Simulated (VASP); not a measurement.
A run of VASP 6.6.1:

File INCAR:

```
PREC = Accurate
ENCUT = 520
EDIFF = 1E-7
ISMEAR = 0
SIGMA = 0.05
LREAL = Auto
LASPH = True
NELM = 80
ALGO = Normal
ISIF = 2
LWAVE = False
LCHARG = False
GGA = PE
IVDW = 12
NBANDS = 108
```

The input KPOINTS:

```
Automatic mesh
0
Gamma
  3 3 1
```

File POSCAR:

```
TiW8C8Cl4
1.0
    5.7832000000      0.0000000000      0.0000000000
   -2.8916000000      5.0083980000      0.0000000000
    0.0000000000      0.0000000000     19.2447000000
W C Ti Cl
8 8 1 4
Direct
    0.0000000000      0.0000000000      0.0519623600
   -0.0002118060     -0.0029952644      0.2001065742
    0.0000000100      0.5000000100      0.0519623600
   -0.0012727198      0.4985359064      0.1973211682
    0.5000000000      0.0000000000      0.0519623600
    0.5005808255      0.0032921956      0.1988385004
    0.5000000100      0.5000000100      0.0519623600
    0.5002294956      0.5028225860      0.1976734901
    0.3337733248      0.1670109578      0.1218951095
    0.3351048429      0.1731665350      0.2642680348
    0.3327708741      0.6695132115      0.1212953931
    0.3282036159      0.6744027501      0.2669759950
    0.8325368880      0.1642914104      0.1216951513
    0.8322346080      0.1680080629      0.2669415381
    0.8320066615      0.6655515115      0.1201219198
    0.8361502884      0.6559051194      0.2612722070
    0.6717240211      0.7478510200      0.3347264029
    0.8486711162      0.1909276529      0.3603562355
    0.2588303895      0.7120012793      0.3575691897
    0.3899137606      0.2606693302      0.3519539864
    0.7889818067      0.7011294602      0.4465099927
```

Potentials or basis: VASP PAW PBE potentials, release 64 (W_sv, C, Ti_sv, Cl).

Command:

```console
$ cat potpaw_PBE.64/W_sv/POTCAR potpaw_PBE.64/C/POTCAR potpaw_PBE.64/Ti_sv/POTCAR potpaw_PBE.64/Cl/POTCAR > POTCAR
$ mpirun -np 1 vasp_std > vasp.out
```

Hardware: 1 thread of Intel(R) Xeon(R) Platinum 8259CL CPU @ 2.50GHz (Skylake/Cascade Lake), with other jobs on the host.

Task: Estimate the wall time of this run.

Result: Run time: 16 min on 1 thread of Intel(R) Xeon(R) Platinum 8259CL CPU @ 2.50GHz (Skylake/Cascade Lake), with other jobs on the host, peak memory 0.78 GiB. Counts: scf iterations 33, k points 5.
